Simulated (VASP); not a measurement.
**AlRu: single point with PBE**

AlRu:

```
Al Ru
1.0
     2.99160    0.00000    0.00000
     0.00000    2.99160    0.00000
     0.00000    0.00000    2.99160
Al Ru
1 1
Direct
  0.00000 0.00000 0.00000
  0.53201 0.58829 0.58303
```

This cell differs from its parent crystal: one atom moved.

```
Program             : VASP 6.6.1
Task                : single point
Functional          : PBE
Potentials or basis : VASP PAW PBE potentials, release 64 (Al, Ru_pv)
Cutoff              : 520 eV
k mesh              : 12 × 12 × 12
Occupations         : gaussian, width 0.1 eV
Spin                : no spin polarisation
```

| Quantity | Value |
| --- | --- |
| Pressure | 13.7 GPa |
| Largest force | 3.627 eV/Å |
| Band gap on the k mesh | zero (an odd number of electrons rules out a gap without spin polarisation) |

Forces on the atoms (eV/Å):
```
Al   1.092  2.493  2.396
Ru  -1.092 -2.493 -2.396
```

Stress tensor (GPa, compression positive):
```
17.35  4.81  4.64
 4.81 11.54 10.36
 4.64 10.36 12.20
```

Levels at points of the mesh, in eV from the Fermi level:
```csv
k point,band 7,band 8,band 9,band 10,band 11,band 12
"(0.00, 0.00, 0.00)",-0.06,0.22,0.27,6.20,6.31,6.68
"(0.50, 0.00, 0.00)",-1.66,-1.58,0.41,2.27,7.57,11.32
"(0.00, 0.50, 0.00)",-1.64,-1.50,0.34,2.37,7.76,11.14
"(0.00, 0.00, 0.50)",-1.66,-1.49,0.35,2.36,7.74,11.18
"(0.50, 0.50, 0.00)",-1.49,-0.75,-0.59,1.54,5.34,5.96
"(0.00, 0.50, 0.50)",-1.39,-0.99,-0.83,1.55,5.38,6.10
"(0.50, 0.00, 0.50)",-1.52,-0.71,-0.57,1.54,5.33,5.95
"(0.50, 0.50, 0.50)",1.63,1.65,2.42,4.09,4.21,4.32
```

It took 5.8 min on 1 thread of Intel Xeon 8259CL, on a shared host, peak memory 0.45 GiB.

Caveat: the cell differs from its parent crystal (one atom moved); the stress differs along the axes, from 12 to 17 GPa; forces of over 1 eV/Å act on the atoms, so gaps and moduli don't describe the material at rest.
